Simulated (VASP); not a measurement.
# ZnCd3Te2 (P-3m1) in VASP: further runs, part 2 of 2

VASP 6.6.1. The steps go on from the part before.

## Step 3: Single point, PBE

This run uses another cell than the first one, of 31.37 Å³/atom.

Input file INCAR:

```
ALGO     = Normal         # electronic algorithm
EDIFF    = 1E-6           # SCF threshold, eV
ENCUT    = 520            # plane-wave cutoff, eV
GGA      = PE             # functional
ISIF     = 2              # what is computed and relaxed
ISMEAR   = 0              # smearing method
LASPH    = True           # aspherical terms in the spheres
LCHARG   = True           # write CHGCAR
LELF     = True           # ELF
LREAL    = False          # projectors in reciprocal space
LVHAR    = True         
LWAVE    = False          # write WAVECAR
NBANDS   = 39             # bands
NELM     = 80             # most SCF steps
PREC     = Accurate       # precision mode
SIGMA    = 0.1            # smearing width, eV
```

Input file KPOINTS:

```
k-points
0
Gamma
  3 3 4
```

Input file POSCAR:

```
ZnCd3Te2
1.0
    6.4954468329      0.0000000000      0.0000000000
   -3.2477234165      5.6252219663      0.0000000000
    0.0000000000      0.0000000000      5.1519434383
Zn Cd Te
1 3 2
Direct
    0.0000000000      0.0000000000      0.5000000000
    0.5000000000      0.0000000000      0.5000000000
    0.0000000000      0.5000000000      0.5000000000
    0.5000000000      0.5000000000      0.5000000000
    0.3333333333      0.6666666667      0.0743109111
    0.6666666667      0.3333333333      0.9256890889
```

Potentials or basis: VASP PAW PBE potentials, release 64 (Zn, Cd, Te).

Command:

```sh
cat potpaw_PBE.64/Zn/POTCAR potpaw_PBE.64/Cd/POTCAR potpaw_PBE.64/Te/POTCAR > POTCAR
mpirun -np 1 vasp_std > vasp.out
```

Wall time 76 s (1 thread of Intel Xeon Platinum 8488C (Sapphire Rapids), shared host); peak memory 0.32 GiB.

Results (log left out):

- Free energy: -8.5588 eV
- Pressure: 0.2 GPa
- Band gap on the k mesh: zero (bands 30 and 31 overlap by 1.22 eV)

Stress tensor (GPa, compression positive):
```
0.34 0.00 0.00
0.00 0.34 0.00
0.00 0.00 0.03
```

Levels at points of the mesh, in eV from the Fermi level:
```csv
k point,band 28,band 29,band 30,band 31,band 32,band 33,band 34,band 35
"(0.00, 0.00, 0.00)",-2.33,-1.59,-0.17,-0.03,0.85,0.85,1.91,1.91
"(0.00, 0.00, 0.50)",-1.97,-1.71,-0.49,-0.49,0.07,0.07,1.20,3.25
```

Caveat: the k points lie up to 0.37 Å⁻¹ apart, too coarse for converged energies and pressures of a metal; spin-orbit coupling is left out, which moves the levels of the heavy elements.

## Step 4: Relaxation of cell and atoms, PBE

Input file INCAR:

```
SYSTEM = ZnCd3Te2
  PREC = Accurate
  ENCUT = 600
  EDIFF = 1E-6
  ISMEAR = 0
  SIGMA = 0.1
  LREAL = .FALSE.
  LASPH = .TRUE.
  NELM = 80
  ALGO = Normal
  ISIF = 3
  LWAVE = .FALSE.
  LCHARG = .FALSE.
  GGA = PE
  IBRION = 2
  NSW = 90
  EDIFFG = -0.04
```

Input file KPOINTS:

```
Automatic mesh
0
G
  3 3 4
  0 0 0
```

Input file POSCAR:

```
ZnCd3Te2
1.0
    5.9199858400      0.0000000000      0.0000000000
   -2.9599929200      5.1268581200      0.0000000000
    0.0000000000      0.0000000000      5.2379741700
Zn Cd Te
1 3 2
Direct
    0.0000000000      0.0000000000      0.5000000000
    0.5000000000      0.0000000000      0.5000000000
    0.0000000000      0.5000000000      0.5000000000
    0.5000000000      0.5000000000      0.5000000000
    0.3333333300      0.6666666700      0.1758532000
    0.6666666700      0.3333333300      0.8241468000
```

Potentials or basis: VASP PAW PBE potentials, release 64 (Zn, Cd, Te).

Command:

```sh
cat potpaw_PBE.64/Zn/POTCAR potpaw_PBE.64/Cd/POTCAR potpaw_PBE.64/Te/POTCAR > POTCAR
mpirun -np 1 vasp_std > vasp.out
```

OUTCAR:

```text
SYSTEM = ZnCd3Te2
   PREC = Accurate
   ENCUT = 600
   EDIFF = 1E-6
   ISMEAR = 0
   LREAL = .FALSE.
   LASPH = .TRUE.
   NELM = 80
   ISIF = 3
   GGA = PE
   IBRION = 2
   NSW = 90
   EDIFFG = -0.04

 ion  position               nearest neighbor table
   1  0.000  0.000  0.500-   3 2.96   4 2.96   3 2.96   4 2.96   2 2.96   2 2.96
   2  0.500  0.000  0.500-   5 2.41   6 2.41   3 2.96   4 2.96   4 2.96   3 2.96   1 2.96   1 2.96

   3  0.000  0.500  0.500-   5 2.41   6 2.41   1 2.96   2 2.96   1 2.96   2 2.96   4 2.96   4 2.96

   4  0.500  0.500  0.500-   5 2.41   6 2.41   1 2.96   2 2.96   2 2.96   1 2.96   3 2.96   3 2.96

   5  0.333  0.667  0.176-   2 2.41   3 2.41   4 2.41
   6  0.667  0.333  0.824-   2 2.41   3 2.41   4 2.41

  LATTYP: Found a hexagonal cell.
 ALAT       =     5.9199858400
 C/A-ratio  =     0.8847950505

  Lattice vectors:
[... 288 lines left out ...]
  free  energy   TOTEN  =        -8.3295820995 eV

  energy  without entropy=       -8.3061397309  energy(sigma->0) =       -8.31786092

[... ionic steps 4 to 27 ...]

--------------------------------------- Ionic step       28  -------------------------------------------

 number of electron      60.0000032 magnetization

------------------------ aborting loop because EDIFF is reached ----------------------------------------
[... 75 lines left out ...]
--------------------------------------- Ionic step       30  -------------------------------------------

 number of electron      60.0000036 magnetization

 Free energy of the ion-electron system (eV)
  ---------------------------------------------------
  ext. energy  EPLUGINS =         0.00000000
  ---------------------------------------------------
  free energy    TOTEN  =        -8.96938580 eV

  energy without entropy =       -8.94371574  energy(sigma->0) =       -8.95655077

 E-fermi :   2.1290     XC(G=0):  -8.4676

 val. band max:        2.1288185782   @ k =   0.3333   0.0000   0.2500
 cond. band min:       2.1378946669   @ k =   0.0000   0.3333   0.2500
 fundamental gap:      0.0090760886
 Fermi energy:         2.1289702315

 k-point     1 :       0.0000    0.0000    0.0000
  band No.  band energies     occupation
      1      -9.8132      2.00000
      2      -9.0012      2.00000
      3      -6.9179      2.00000
      4      -6.7640      2.00000
      5      -6.7313      2.00000
      6      -6.7313      2.00000
[... 412 lines left out ...]
  FREE ENERGIE OF THE ION-ELECTRON SYSTEM (eV)
  ---------------------------------------------------
  free  energy   TOTEN  =        -8.9693858035 eV

  energy  without entropy=       -8.9437157440  energy(sigma->0) =       -8.95655077

 reached required accuracy - stopping structural energy minimisation
```

It took 23 min on 1 thread of Intel Xeon Platinum 8488C (Sapphire Rapids), shared host; peak memory 0.35 GiB.

What came out:

* Free energy: -8.9694 eV
* Relaxed volume: 34.36 Å³/atom
* Relaxed cell: a = 7.419 Å, b = 7.419 Å, c = 4.324 Å, α = 90.00°, β = 90.00°, γ = 120.00°
* Space group after relaxing (to 0.1 Å): P6/mmm (No. 191)
* Energy gained by relaxing: 883.3 meV/atom
* Ionic steps: 30
* Pressure after relaxing: 0.0 GPa
* Largest force after relaxing: 0.016 eV/Å
* Band gap on the k mesh: zero (bands 30 and 31 overlap by 1.32 eV)

Forces on the atoms (eV/Å):
```
Zn   0.000  0.000  0.000
Cd   0.000  0.000  0.000
Cd   0.000  0.000  0.000
Cd   0.000  0.000  0.000
Te   0.000  0.000  0.016
Te   0.000  0.000 -0.016
```

The path:
| step | energy change (eV) | largest force (eV/Å) | pressure (GPa) | volume (Å³) |
| --- | --- | --- | --- | --- |
| 1 | 0.0000 | 8.8913 | 25.49 | 158.98 |
| 2 | -2.9003 | 1.2616 | -4.21 | 276.73 |
| 3 | -4.6601 | 0.0264 | -0.99 | 212.19 |
| 4 | -4.6702 | 0.1505 | -0.63 | 210.15 |
| 5 | -4.6740 | 0.2910 | -0.28 | 207.99 |
| 6 | -4.6730 | 0.3638 | -0.07 | 206.92 |
| 7 | -4.6877 | 0.3794 | -0.03 | 205.60 |
| 8 | -4.7294 | 0.4308 | 0.18 | 201.62 |
| 9 | -4.7944 | 0.5737 | 0.82 | 193.60 |
| 10 | -4.7298 | 0.8440 | 3.43 | 177.28 |
| 11 | -4.7978 | 0.7049 | 1.94 | 185.70 |
| 12 | -4.8039 | 0.6722 | 1.90 | 185.63 |
| 13 | -4.8198 | 0.5796 | 1.76 | 185.41 |
| 14 | -4.8437 | 0.4385 | 1.54 | 184.95 |
| 15 | -4.8937 | 0.3730 | 1.32 | 183.92 |
| 16 | -4.9789 | 0.1161 | 1.75 | 181.47 |
| 17 | -4.9932 | 0.1412 | 1.98 | 180.66 |
| 18 | -5.0218 | 0.0123 | 2.93 | 178.91 |
| 19 | -5.1539 | 0.0049 | 1.78 | 186.64 |
| 20 | -5.2409 | 0.1991 | -0.76 | 209.77 |
| 21 | -5.2574 | 0.1561 | -0.27 | 203.69 |
| 22 | -5.2579 | 0.1479 | -0.16 | 202.62 |
| 23 | -5.2687 | 0.1615 | -0.06 | 203.02 |
| 24 | -5.2802 | 0.1968 | 0.16 | 203.79 |
| 25 | -5.2805 | 0.2072 | 0.21 | 203.96 |
| 26 | -5.2861 | 0.1723 | 0.00 | 205.78 |
| 27 | -5.2888 | 0.1366 | -0.22 | 207.91 |
| 28 | -5.2939 | 0.1084 | -0.08 | 206.85 |
| 29 | -5.2968 | 0.0656 | 0.14 | 205.39 |
| 30 | -5.2999 | 0.0158 | -0.03 | 206.14 |

Final structure:
```
Zn Cd Te
1.0
     7.41905    0.00000    0.00000
    -3.70953    6.42509    0.00000
     0.00000    0.00000    4.32444
Zn Cd Te
1 3 2
Cartesian
  7.4191 0.0000 2.1622
  0.0000 6.4251 2.1622
  5.5643 3.2125 2.1622
  1.8548 3.2125 2.1622
  0.0000 4.2834 4.3161
  3.7095 2.1417 0.0083
```

Caveat: the k points lie up to 0.36 Å⁻¹ apart in the final cell, too coarse for converged energies and pressures of a metal; the volume moved by over 15 % at a fixed basis, so the end points are rough; spin-orbit coupling is left out, which moves the levels of the heavy elements.

## Step 5: The runs side by side

| task | cell | cutoff (eV) | gap on the mesh (eV) | pressure (GPa) | largest force (eV/Å) |
| --- | --- | --- | --- | --- | --- |
| single point | a = 5.920, b = 5.920, c = 5.238 Å, angles 90.0, 90.0, 120.0°, 6 atoms, atomic positions A | 520 | none | 25.6 | 8.89 |
| single point | a = 6.495, b = 6.495, c = 5.152 Å, angles 90.0, 90.0, 120.0°, 6 atoms, atomic positions B | 520 | none | 0.2 | - |
| relaxation of cell and atoms | relaxed from a = 5.920, b = 5.920, c = 5.238 Å, angles 90.0, 90.0, 120.0°, 6 atoms, atomic positions A | 600 | none | 0.0 | 0.02 |

Alike in all rows: level PBE; potentials or basis VASP PAW PBE potentials, release 64 (Zn, Cd, Te); no spin polarisation; k mesh 3 × 3 × 4; smearing gaussian 0.1 eV.

Caveats: all runs use coarse meshes; spin-orbit coupling is left out, which moves the levels of the heavy elements; forces of over 1 eV/Å act on the atoms, so gaps and moduli don't describe the material at rest (at least some runs); the volume moved by over 15 % at a fixed basis, so the end points are rough (at least some runs).

Total energies depend on the potentials used, so only differences within one code and one set of settings carry meaning.

The gap in the log of VASP goes by the Fermi energy; the results here count the filled bands.